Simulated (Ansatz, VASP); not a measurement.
# Pd in VASP and in Ansatz

```
Pd
1.0
     0.00000    1.95537    1.95537
     1.95537    0.00000    1.95537
     1.95537    1.95537    0.00000
Pd
1
Direct
  0.00000 0.00000 0.00000
```

Alike in both runs: task single point; functional r2SCAN; k mesh 16 × 16 × 16; occupations fermi-dirac, width 0.1 eV; no spin polarisation.

```csv
,VASP,Ansatz
version,VASP 6.6.1,Ansatz 0.2.0
potentials or method,"VASP PAW PBE potentials, release 64 (Pd)","PAW with Ansatz's default frozen-core files, scalar-relativistic"
plane-wave cutoff (eV),520,500
valence electrons in the cell,10,18
```

Ansatz gave:

* pressure (GPa): 0.0

Which values does VASP return?

Pressure (GPa): 0.7.

VASP's potentials were made for PBE, not for r2SCAN. VASP's potentials hold 10 valence electrons a cell and Ansatz's 18, so a difference there can come from the potentials and not from the codes. Ansatz's warnings: optics on partly filled bands.
